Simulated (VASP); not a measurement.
Runs of VASP 6.6.1 on GaN. The structure is that of space group F-43m (No. 216), or close to it. The cells are those of the table. 

```csv
level,cell,k mesh,smearing,grid for exact exchange (PRECFOCK),share of exact exchange,screening parameter,gap on the mesh (eV),pressure (GPa)
PBE,"a = 3.051 Å, angles 60.0°, 2 atoms",10 × 10 × 10,fermi-dirac 0.02 eV,-,-,-,2.57,38.3
HSE06,"a = 3.051 Å, angles 60.0°, 2 atoms",6 × 6 × 6,gaussian 0.01 eV,Normal,0.25,0.2079 1/Å,3.95,31.8
PBE,"a = 3.258, b = 3.258, c = 3.180 Å, angles 60.8, 60.8, 58.4°, 2 atoms",10 × 10 × 10,fermi-dirac 0.02 eV,-,-,-,1.37,-2.3
r2SCAN,"a = 3.051 Å, angles 60.0°, 2 atoms",10 × 10 × 10,gaussian 0.01 eV,-,-,-,2.99,33.8
HSE06,"a = 3.258, b = 3.258, c = 3.180 Å, angles 60.8, 60.8, 58.4°, 2 atoms",6 × 6 × 6,gaussian 0.01 eV,Normal,0.25,0.2079 1/Å,(b),(d)
r2SCAN,"a = 3.258, b = 3.258, c = 3.180 Å, angles 60.8, 60.8, 58.4°, 2 atoms",10 × 10 × 10,gaussian 0.01 eV,-,-,-,1.76,-7.6
r2SCAN,"a = 3.180, b = 3.223, c = 3.223 Å, angles 59.1, 60.4, 60.4°, 2 atoms",10 × 10 × 10,gaussian 0.01 eV,-,-,-,(c),-3.9
PBE,"a = 3.180, b = 3.223, c = 3.223 Å, angles 59.1, 60.4, 60.4°, 2 atoms",10 × 10 × 10,fermi-dirac 0.02 eV,-,-,-,(a),1.3
```

Alike in all rows: task single point; potentials or basis VASP PAW PBE potentials, release 64 (Ga_d, N); no spin polarisation; cutoff (eV) 520.

Problem. Estimate the missing entries.

Solution. (a) 1.55; (b) 2.58; (c) 1.94; (d) -8.6.

Caveats: some runs use coarse meshes; the PAW data sets were made with another functional, which shifts forces and pressure a little (at least some runs); the cell stands under tension (at least some runs); the cell stands under pressure (at least some runs).

A k mesh can miss the band edges, and the runs leave out spin-orbit coupling on Ga.
